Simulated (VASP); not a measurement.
# Ir: single point with LDA

Ir:

```
Ir
1.0
     2.70524    0.00000    0.00000
    -1.35262    2.34281    0.00000
     0.00000    0.00000    4.24000
Ir
2
Direct
  0.66667 0.33333 0.75000
  0.33333 0.66667 0.25000
```

This isn't the form of Ir at room conditions, which is fcc.

| Item | Value |
| --- | --- |
| Program | VASP 6.6.1 |
| Task | single point |
| Functional | LDA |
| Potentials or basis | VASP PAW LDA potentials, release 64 (Ir) |
| Cutoff | 520 eV |
| k mesh | 18 × 18 × 10 |
| Occupations | gaussian, width 0.15 eV |
| Spin | no spin polarisation |

```json
{
 "Pressure": "18.8 GPa",
 "Band gap on the k mesh": "zero (bands 9 and 10 overlap by 3.66 eV)"
}
```

Stress tensor (GPa, compression positive):
```
13.00  0.00  0.00
 0.00 13.00  0.00
 0.00  0.00 30.40
```

Levels at points of the mesh, in eV from the Fermi level:
| k point | band 6 | band 7 | band 8 | band 9 | band 10 | band 11 | band 12 | band 13 |
| --- | --- | --- | --- | --- | --- | --- | --- | --- |
| (0.00, 0.00, 0.00) | -3.47 | -3.47 | -2.97 | -2.97 | -0.58 | 0.23 | 0.23 | 8.02 |
| (0.50, 0.00, 0.00) | -3.71 | -3.07 | 0.50 | 1.05 | 1.22 | 3.05 | 4.51 | 8.64 |
| (0.00, 0.00, 0.50) | -4.51 | -4.51 | -4.51 | -0.54 | -0.54 | -0.54 | -0.54 | 13.58 |
| (0.50, 0.00, 0.50) | -2.55 | -1.14 | -1.14 | 0.83 | 0.83 | 2.09 | 2.09 | 8.05 |

Wall time 33 s on 1 thread of Intel(R) Xeon(R) 6975P-C (Granite Rapids) (shared host), peak memory 0.18 GiB.

Caveat: the cell stands under pressure; spin-orbit coupling is left out, which moves the levels of the heavy elements.
